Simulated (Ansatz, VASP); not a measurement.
## Two plane-wave programs on Li3Ta2O

The input INCAR:

```
SYSTEM = Li3Ta2O
ALGO     = Normal         ! electronic algorithm
EDIFF    = 1E-7           ! SCF threshold, eV
EDIFFG   = -0.04          ! ionic threshold
ENCUT    = 600            ! plane-wave cutoff, eV
GGA      = PE             ! functional
IBRION   = 2              ! ionic algorithm
ISIF     = 3              ! what is computed and relaxed
ISMEAR   = 0              ! smearing method
LASPH    = .TRUE.         ! aspherical terms in the spheres
LCHARG   = .FALSE.        ! write CHGCAR
LREAL    = .FALSE.        ! projectors in reciprocal space
LWAVE    = .FALSE.        ! write WAVECAR
NELM     = 80             ! most SCF steps
NSW      = 90             ! ionic steps
PREC     = Accurate       ! precision mode
SIGMA    = 0.1            ! smearing width, eV
```

File KPOINTS:

```
k-points
0
G
  4 4 4
  0 0 0
```

File POSCAR:

```
Li3Ta2O
1.0
    4.3933902700      0.0000000000      0.0000000000
    0.0000000000      4.3933902700      0.0000000000
    0.0000000000      0.0000000000      4.6786110900
Li Ta O
3 2 1
Direct
    0.0000000000      0.0000000000      0.2619861700
    0.0000000000      0.0000000000      0.7380138300
    0.5000000000      0.5000000000      0.5000000000
    0.5000000000      0.0000000000      0.0000000000
    0.0000000000      0.5000000000      0.0000000000
    0.5000000000      0.5000000000      0.0000000000
```

Input for Ansatz:

```yaml
crystal:
  lattice:
    - [4.39339027, 0.0, 0.0]
    - [0.0, 4.39339027, 0.0]
    - [0.0, 0.0, 4.67861109]
  atoms:
    - { symbol: Li, position: [0.0, 0.0, 0.26198617] }
    - { symbol: Li, position: [0.0, 0.0, 0.73801383] }
    - { symbol: Li, position: [0.5, 0.5, 0.5] }
    - { symbol: Ta, position: [0.5, 0.0, 0.0] }
    - { symbol: Ta, position: [0.0, 0.5, 0.0] }
    - { symbol: O, position: [0.5, 0.5, 0.0] }
basis:
  ecutwfc: 420
kpoints:
  mp_grid: { grid: [4, 4, 4] }
hamiltonian:
  xc: pbe
scf:
  occupations: { method: gaussian, width: 0.1 }
  lower_state_search: "off"
output:
  forces: true
  stress: true
  eigenvalues: true
relax:
  adjacent_minimum: "off"
  f_tol: 0.04
  max_steps: 70
  cell: { stress_tol: 0.4 }
```

Alike in both runs: task relaxation of cell and atoms; functional PBE; k mesh 4 × 4 × 4; occupations gaussian, width 0.1 eV; no spin polarisation.

```csv
,VASP,Ansatz
version,VASP 6.6.1,Ansatz 0.2.0
potentials or method,"VASP PAW PBE potentials, release 64 (Li_sv, Ta_pv, O), cutoff 600 eV","scalar-relativistic, plane waves, PAW"
valence electrons in the cell,37,41
```

```csv
,VASP,Ansatz,Ansatz less VASP
"gap on the k mesh at the Fermi level, each at its own relaxed structure (eV)",none,none,-
relaxed volume (Å³/atom),16.62,17.43,+0.811
relaxed cell length with the largest relative difference (Å),5.789,6.147,+0.3578
```

A gap of «none» marks a metal or a gap that the smearing closes. One of these differences is far larger than is usual between the two programs; its cause wasn't traced. VASP's potentials hold 37 valence electrons a cell and Ansatz's 41, so a difference there can come from the potentials and not from the codes.

Neither program's run includes spin-orbit coupling. Noted on VASP's run: the cutoff is short for stress, so the pressure is rough.
